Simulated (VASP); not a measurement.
## GdN: single point with PBE

The system is GdN.

```xyz
2
Lattice="0.0000 2.4926 2.4926 2.4926 0.0000 2.4926 2.4926 2.4926 0.0000" Properties=species:S:1:pos:R:3 pbc="T T T"
Gd    2.4926    2.4926    2.4926
N     0.0000    0.0000    0.0000
```

- Program: VASP 6.6.1
- Task: single point
- Functional: PBE
- Potentials or basis: VASP PAW PBE potentials, release 64 (Gd, N)
- Cutoff: 520 eV
- k mesh: 12 × 12 × 12
- Occupations: gaussian, width 0.05 eV
- Spin: non-collinear spin, typed start, spin-orbit coupling
- Starting moments: [[0.0, 0.0, 7.0], [0.0, 0.0, 0.0]] μB
- Dipole correction: no
- Further INCAR settings: ALGO = Normal; EDIFF = 1e-07; NBANDS = 35

| Quantity | Value |
| --- | --- |
| Pressure | -0.1 GPa |
| Net moment | 6.96 μB per cell |
| Valence electrons inside the program's atomic spheres | Gd 15.25; N 3.63 |

Moments on the atoms (μB; x, y, z):
```
Gd   0.00  0.00  6.76
N    0.00  0.00 -0.08
```

It took 81 min on 1 thread of Intel(R) Xeon(R) Platinum 8259CL CPU @ 2.50GHz (Skylake/Cascade Lake) (shared host), peak memory 0.58 GiB.

Caveat: a cell with one magnetic atom can't hold antiferromagnetic order, which such compounds often take. The state reached can hang on the start; a lower one may exist.
